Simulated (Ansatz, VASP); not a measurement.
**BaTiO3: VASP beside Ansatz**

The input POSCAR:

```
BaTiO3
1.0
    3.9940382582      0.0000000000      0.0000000000
    0.0000000000      3.9940382582      0.0000000000
    0.0000000000      0.0000000000      3.9940382582
Ba Ti O
1 1 3
Direct
    0.5000000000      0.5000000000      0.5000000000
    0.0000000000      0.0000000000      0.0000000000
    0.5000000000      0.0000000000      0.0000000000
    0.0000000000      0.5000000000      0.0000000000
    0.0000000000      0.0000000000      0.5000000000
```

Contents of INCAR.step1:

```
  PREC = Accurate
  ENCUT = 520
  ISMEAR = 0
  SIGMA = 0.05
  LREAL = F
  LASPH = T
  NELM = 60
  NBANDS = 28
  GGA = PE
  ALGO = Normal
  EDIFF = 1E-4
  LWAVE = T
  LCHARG = F
```

File INCAR.step2:

```
  PREC = Accurate
  ENCUT = 520
  EDIFF = 1E-7
  ISMEAR = 0
  SIGMA = 0.05
  LREAL = F
  LASPH = T
  NELM = 60
  ALGO = Normal
  ISIF = 2
  LWAVE = F
  LCHARG = F
  METAGGA = R2SCAN
  LMIXTAU = T
  NBANDS = 28
  ISTART = 1
```

KPOINTS

```
regular mesh
0
Gamma
  8 8 8
```

Input for Ansatz:

```yaml
crystal:
  lattice:
    - [3.9940382582, 0.0, 0.0]
    - [0.0, 3.9940382582, 0.0]
    - [0.0, 0.0, 3.9940382582]
  atoms:
    - { symbol: Ba, position: [0.5, 0.5, 0.5] }
    - { symbol: Ti, position: [0.0, 0.0, 0.0] }
    - { symbol: O, position: [0.5, 0.0, 0.0] }
    - { symbol: O, position: [0.0, 0.5, 0.0] }
    - { symbol: O, position: [0.0, 0.0, 0.5] }
basis:
  ecutwfc: 500
kpoints:
  mp_grid: { grid: [8, 8, 8] }
hamiltonian:
  xc: r2scan
scf:
  occupations: { method: gaussian, width: 0.05 }
output:
  forces: true
  stress: true
  eigenvalues: true
```

Alike in both runs: task single point; functional r2SCAN; k mesh 8 × 8 × 8; occupations gaussian, width 0.05 eV; no spin polarisation.

|  | VASP | Ansatz |
| --- | --- | --- |
| version | VASP 6.6.1 | Ansatz 0.2.0 |
| potentials or method | VASP PAW PBE potentials, release 64 (Ba_sv, Ti_sv, O), cutoff 520 eV | scalar-relativistic, plane waves, PAW |
| valence electrons in the cell | 40 | 40 |

```tsv
	VASP	Ansatz	Ansatz less VASP
gap on the k mesh at the Fermi level (eV)	2.15	2.17	+0.023
least direct gap on the mesh (eV)	2.30	2.28	-0.020
pressure (GPa)	2.0	0.0	-2.01
```

VASP's potentials were made for PBE, not for r2SCAN.

Spin-orbit coupling is off throughout.
